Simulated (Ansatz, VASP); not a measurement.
# Two plane-wave programs on NaCl

```
Na Cl
1.0
     0.00855    2.80270    2.80270
     2.80270    0.00855    2.80270
     2.81125    2.81125    0.00000
Na Cl
1 1
Direct
  0.00000 0.00000 0.00000
  0.50000 0.50000 0.50000
```

Change from the starting cell: shear_xy strain +0.6%.

Alike in both runs: task single point; functional r2SCAN; k mesh 8 × 8 × 8; no spin polarisation.

|  | VASP | Ansatz |
| --- | --- | --- |
| version | VASP 6.6.1 | Ansatz 0.2.0 |
| potentials or method | VASP PAW PBE potentials, release 64 (Na_pv, Cl) | plane waves, PAW |
| plane-wave cutoff (eV) | 520 | 500 |
| occupations | gaussian, width 0.01 eV | fixed |
| valence electrons in the cell | 14 | 16 |

VASP gave:

| Property | Result |
| --- | --- |
| gap on the k mesh at the Fermi level (eV) | 5.99 |
| pressure (GPa) | -0.1 |
| traceless stress, the component that is largest in VASP (GPa) | -0.10 |

Question: Which values does Ansatz return?

Answer: gap on the k mesh at the Fermi level (eV): 5.96; pressure (GPa): 0.0; traceless stress, the component that is largest in VASP (GPa): -0.08.

VASP's potentials were made for PBE, not for r2SCAN. VASP's potentials hold 14 valence electrons a cell and Ansatz's 16, so a difference there can come from the potentials and not from the codes.
